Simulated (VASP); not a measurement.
Crystal: Zr.

```
Zr
1.0
     3.23188    0.00000    0.00000
    -1.61594    2.79889    0.00000
     0.00000    0.00000    5.17410
Zr
2
Direct
  0.33333 0.66667 0.25000
  0.66667 0.33333 0.75000
```

Base run:

| Property | Result |
| --- | --- |
| Program | VASP 6.6.1 |
| Functional | PBE |
| Potentials or basis | VASP PAW PBE potentials, release 64 (Zr_sv) |
| Cutoff | 520 eV |
| k mesh | 11 × 11 × 6 |
| Occupations | fermi-dirac, width 0.01 eV |
| Spin | no spin polarisation |

Its results: band gap on the k mesh zero (band 12 reaches 9.81 eV, above the bottom of band 13 at 8.78 eV); pressure -0.1 GPa.

Task: After a change of settings the same cell gave: band gap on the k mesh zero (band 12 reaches 9.81 eV, above the bottom of band 13 at 8.78 eV); pressure 1.3 GPa. Which change was it?
A. occupations from fermi-dirac, width 0.01 eV to gaussian, width 1 eV
B. occupations from fermi-dirac, width 0.01 eV to methfessel-paxton, width 1 eV; further incar settings from ALGO = Normal; EDIFF = 1e-06; NBANDS = 19 to ALGO = Normal; EDIFF = 1e-07; NBANDS = 19
C. k mesh from 11 × 11 × 6 to 2 × 2 × 1; occupations from fermi-dirac, width 0.01 eV to fermi-dirac, width 0.1 eV
D. occupations from fermi-dirac, width 0.01 eV to fermi-dirac, width 0.3 eV

Result: D.
